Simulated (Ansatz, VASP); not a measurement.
One calculation of AlNi, two programs

Contents of INCAR:

```
SYSTEM = AlNi
PREC = Accurate
ENCUT = 600
EDIFF = 1E-6
ISMEAR = 0
SIGMA = 0.15
LREAL = .False.
LASPH = .True.
NELM = 120
ALGO = Normal
ISIF = 2
LWAVE = .False.
LCHARG = .True.
GGA = PS
LELF = .True.
LVHAR = .True.
NBANDS = 14
GGA_COMPAT = .False.
```

Contents of KPOINTS:

```
regular mesh
0
Gamma
  20 20 20
  0 0 0
```

Contents of POSCAR:

```
AlNi
1.0
    3.0052738296      0.0000000000      0.0000000000
    0.0000000000      3.0052738296      0.0000000000
    0.0000000000      0.0000000000      2.7906114132
Al Ni
1 1
Direct
    0.0000000000      0.0000000000      0.0000000000
    0.5000000000      0.5000000000      0.5000000000
```

Input for Ansatz:

```yaml
crystal:
  lattice:
    - [3.0052738296, 0.0, 0.0]
    - [0.0, 3.0052738296, 0.0]
    - [0.0, 0.0, 2.7906114132]
  atoms:
    - { symbol: Al, position: [0.0, 0.0, 0.0] }
    - { symbol: Ni, position: [0.5, 0.5, 0.5] }
basis:
  ecutwfc: 420
kpoints:
  mp_grid: { grid: [20, 20, 20] }
hamiltonian:
  xc: pbesol
scf:
  occupations: { method: gaussian, width: 0.15 }
output:
  forces: true
  stress: true
  eigenvalues: true
```

Change from the starting cell: strain +0.050 along x and y, -0.025 along z, atoms carried along.

Alike in both runs: task single point; functional PBEsol; k mesh 20 × 20 × 20; occupations gaussian, width 0.15 eV; no spin polarisation.

|  | VASP | Ansatz |
| --- | --- | --- |
| version | VASP 6.6.1 | Ansatz 0.2.0 |
| potentials or method | VASP PAW PBE potentials, release 64 (Al, Ni), cutoff 600 eV | scalar-relativistic, plane waves, PAW |
| valence electrons in the cell | 13 | 21 |

```csv
,VASP,Ansatz,Ansatz less VASP
gap on the k mesh at the Fermi level (eV),none,none,-
pressure (GPa),-10.2,-10.4,-0.13
"traceless stress, the component that is largest in VASP (GPa)",4.01,3.92,-0.093
```

VASP's potentials were made for PBE, not for PBEsol. A gap of «none» marks a metal or a gap that the smearing closes. VASP's potentials hold 13 valence electrons a cell and Ansatz's 21, so a difference there can come from the potentials and not from the codes.
